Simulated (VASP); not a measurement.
# Si3As2: single point with PBE

Crystal: Si3As2.

```
CELL_PARAMETERS angstrom
3.38166 0.00000 0.00000
0.00000 3.38166 0.00000
0.00000 0.00000 14.66036
ATOMIC_POSITIONS crystal
Si 0.50000 0.50000 0.09235
Si 0.50000 0.50000 0.29169
Si 0.50000 0.50000 0.50000
Si 0.50000 0.50000 0.70831
Si 0.50000 0.50000 0.90765
Si 0.00000 0.00000 0.00000
As 0.00000 0.00000 0.19297
As 0.00000 0.00000 0.40191
As 0.00000 0.00000 0.59809
As 0.00000 0.00000 0.80703
```

The cell was generated, and may not be a known phase.

- Program: VASP 6.6.1
- Task: single point
- Functional: PBE
- Potentials or basis: VASP PAW PBE potentials, release 64 (Si, As)
- Cutoff: 500 eV
- k mesh: 5 × 5 × 1
- Occupations: gaussian, width 0.2 eV
- Spin: no spin polarisation

The pressure is 0.4 GPa, the largest force is 0.076 eV/Å and the band gap on the k mesh is zero (bands 22 and 23 overlap by 2.87 eV).

Forces in eV/Å, atoms in the order of the input:
```
Si   0.000  0.000 -0.035
Si   0.000  0.000 -0.011
Si   0.000  0.000  0.000
Si   0.000  0.000  0.011
Si   0.000  0.000  0.035
Si   0.000  0.000  0.000
As   0.000  0.000  0.045
As   0.000  0.000 -0.076
As   0.000  0.000  0.076
As   0.000  0.000 -0.045
```

Stress tensor (GPa, compression positive):
```
0.50 0.00 0.00
0.00 0.50 0.00
0.00 0.00 0.07
```

Levels at points of the mesh, in eV from the Fermi level:
```
           k point  band 17  band 18  band 19  band 20  band 21  band 22  band 23  band 24
(0.00, 0.00, 0.00)    -1.70    -1.37    -0.15     0.10     0.10     0.10     0.25     0.25
```

Wall time 110 s on 1 thread of Intel Xeon 8259CL, with other jobs on the host, peak memory 0.27 GiB.

Caveat: the k points lie up to 0.43 Å⁻¹ apart, too coarse for converged energies and pressures of a metal.
